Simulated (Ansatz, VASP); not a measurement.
Si2Mo: VASP beside Ansatz

File INCAR:

```
PREC = Accurate
ENCUT = 520
EDIFF = 1E-6
ISMEAR = 0
SIGMA = 0.15
LREAL = F
LASPH = T
NELM = 60
ALGO = Normal
ISIF = 2
LWAVE = F
LCHARG = F
GGA = PS
NBANDS = 18
```

The input KPOINTS:

```
Automatic mesh
0
Gamma
  20 20 20
```

POSCAR

```
Si2Mo
1.0
   -1.4993329799      1.6907371901      3.9106920018
    1.4993329799     -1.6907371901      3.9106920018
    1.4993329799      1.6907371901     -3.9106920018
Si Mo
2 1
Direct
    0.3350596647      0.3350596647      0.0000000000
    0.6649403353      0.6649403353      0.0000000000
    0.0000000000      0.0000000000      0.0000000000
```

Input for Ansatz:

```yaml
crystal:
  lattice:
    - [-1.4993329799, 1.6907371901, 3.9106920018]
    - [1.4993329799, -1.6907371901, 3.9106920018]
    - [1.4993329799, 1.6907371901, -3.9106920018]
  atoms:
    - { symbol: Si, position: [0.3350596647, 0.3350596647, 0.0] }
    - { symbol: Si, position: [0.6649403353, 0.6649403353, 0.0] }
    - { symbol: Mo, position: [0.0, 0.0, 0.0] }
basis:
  ecutwfc: 420
kpoints:
  mp_grid: { grid: [20, 20, 20] }
hamiltonian:
  xc: pbesol
scf:
  occupations: { method: gaussian, width: 0.15 }
output:
  forces: true
  stress: true
  eigenvalues: true
  write_density: true
  write_potential: true
  elf: true
  volumetric_format: npy
```

Change from the starting cell: strain -0.0600 x Voigt [1, -1, 0, 0, 0, 0], atoms carried along.

Alike in both runs: task single point; functional PBEsol; k mesh 20 × 20 × 20; occupations gaussian, width 0.15 eV; no spin polarisation.

|  | VASP | Ansatz |
| --- | --- | --- |
| version | VASP 6.6.1 | Ansatz 0.2.0 |
| potentials or method | VASP PAW PBE potentials, release 64 (Si, Mo_sv), cutoff 520 eV | scalar-relativistic, plane waves, PAW |
| valence electrons in the cell | 22 | 22 |

|  | VASP | Ansatz | Ansatz less VASP |
| --- | --- | --- | --- |
| gap on the k mesh at the Fermi level (eV) | none | none | - |
| pressure (GPa) | 1.8 | 1.4 | -0.38 |
| traceless stress, the component that is largest in VASP (GPa) | 17.14 | 17.15 | +0.008 |
| rms of the force components (eV/Å) | 0.002 | 0.005 | +0.0026 |

VASP's potentials were made for PBE, not for PBEsol. Atom by atom the forces differ by 0.003 eV/Å (rms over components). A gap of «none» marks a metal or a gap that the smearing closes.
